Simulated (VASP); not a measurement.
Input of a VASP 6.6.1 run:

Contents of POSCAR:

```
BaTe
1.0
    0.0000000000      3.6008680900      3.6008680900
    3.6008680900      0.0000000000      3.6008680900
    3.6008680900      3.6008680900      0.0000000000
Ba Te
1 1
Direct
    0.0000000000      0.0000000000      0.0000000000
    0.5000000000      0.5000000000      0.5000000000
```

File INCAR.step1:

```
SYSTEM = BaTe
ALGO = Normal
EDIFF = 1E-4
ENCUT = 520
GGA = PE
ISMEAR = -1
LASPH = .True.
LCHARG = .False.
LREAL = .False.
LWAVE = .True.
NBANDS = 15
NELM = 100
PREC = Accurate
SIGMA = 0.02
```

The input INCAR.step2:

```
SYSTEM = BaTe
ALGO = Normal
EDIFF = 1E-6
ENCUT = 520
ISIF = 2
ISMEAR = -1
ISTART = 1
LASPH = .True.
LCHARG = .True.
LELF = .True.
LMIXTAU = .True.
LREAL = .False.
LVHAR = .True.
LWAVE = .False.
METAGGA = R2SCAN
NBANDS = 15
NELM = 100
PREC = Accurate
SIGMA = 0.02
```

The input KPOINTS:

```
k-points
0
Gamma
  8 8 8
  0 0 0
```

Potentials or basis: VASP PAW PBE potentials, release 64 (Ba_sv, Te).

Launch:

```bash
$ cat potpaw_PBE.64/Ba_sv/POTCAR potpaw_PBE.64/Te/POTCAR > POTCAR
$ cp INCAR.step1 INCAR
$ mpirun -np 1 vasp_std > vasp.out
$ cp INCAR.step2 INCAR
$ mpirun -np 1 vasp_std > vasp.out
```

Task: Estimate the pressure.

Result: -1.3 GPa.

Task: Predict the band gap on the k mesh.

Result: 2.04 eV, indirect (least direct gap 2.42 eV).

Caveat: the PAW data sets were made with another functional, which shifts forces and pressure a little; spin-orbit coupling is left out, which moves the levels of the heavy elements. r2SCAN opens gaps a little over a GGA but as a rule still falls short of measured ones.
